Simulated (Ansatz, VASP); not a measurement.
## Two plane-wave programs on TiSi

```
Ti Si
1.0
     1.70909   -1.99276    0.00000
     1.70909    1.99276    0.00000
     0.00000    0.00000    4.29557
Ti Si
1 1
Direct
  0.50000 0.50000 0.00000
  0.00000 0.00000 0.50000
```

Alike in both runs: task single point; functional r2SCAN; k mesh 20 × 20 × 14; occupations gaussian, width 0.15 eV; no spin polarisation.

|  | VASP | Ansatz |
| --- | --- | --- |
| version | VASP 6.6.1 | Ansatz 0.2.0 |
| potentials or method | VASP PAW PBE potentials, release 64 (Ti_sv, Si), cutoff 520 eV | scalar-relativistic, plane waves, PAW |
| valence electrons in the cell | 16 | 16 |

Ansatz gave:

- gap on the k mesh at the Fermi level (eV): none
- pressure (GPa): -3.5
- traceless stress, the component that is largest in VASP (GPa): -16.75

Question: Estimate VASP's values.

Answer: gap on the k mesh at the Fermi level (eV): none; pressure (GPa): -3.2; traceless stress, the component that is largest in VASP (GPa): -16.73.

VASP's potentials were made for PBE, not for r2SCAN. A gap of «none» marks a metal or a gap that the smearing closes. The functional is the same, so the differences come from potentials, cutoffs and numerics.
